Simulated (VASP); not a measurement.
Ni:

```
CELL_PARAMETERS angstrom
0.00000 1.75860 1.75860
1.75860 0.00000 1.75860
1.75860 1.75860 0.00000
ATOMIC_POSITIONS crystal
Ni 0.00000 0.00000 0.00000
```

Base run:

```yaml
Program: VASP 6.6.1
Functional: PBE
Potentials_or_basis: VASP PAW PBE potentials, release 64 (Ni)
Cutoff: 520 eV
k_mesh: 15 × 15 × 15
Occupations: fermi-dirac, width 0.05 eV
Spin: collinear spin, ferromagnetic start
Starting_moments: "[1.94] μB"
Fixed_moment: 1.94 μB
```

Its results: pressure 24.4 GPa; site moments Ni +1.82 μB.

**Question.** After a change of settings the same cell gave: pressure -0.3 GPa; site moments Ni +0.49 μB. Which change was it?
A. fixed moment from 1.94 μB to 1.21 μB; moments at the start from [1.94] to [1.21]
B. fixed moment from 1.94 μB to 0.73 μB; moments at the start from [1.94] to [0.73]
C. fixed moment from 1.94 μB to 0.48 μB; moments at the start from [1.94] to [0.48]
D. fixed moment from 1.94 μB to 0.97 μB; moments at the start from [1.94] to [0.97]

**Answer.** C.

Caveats: the total moment is fixed, so each spin has its own Fermi level.
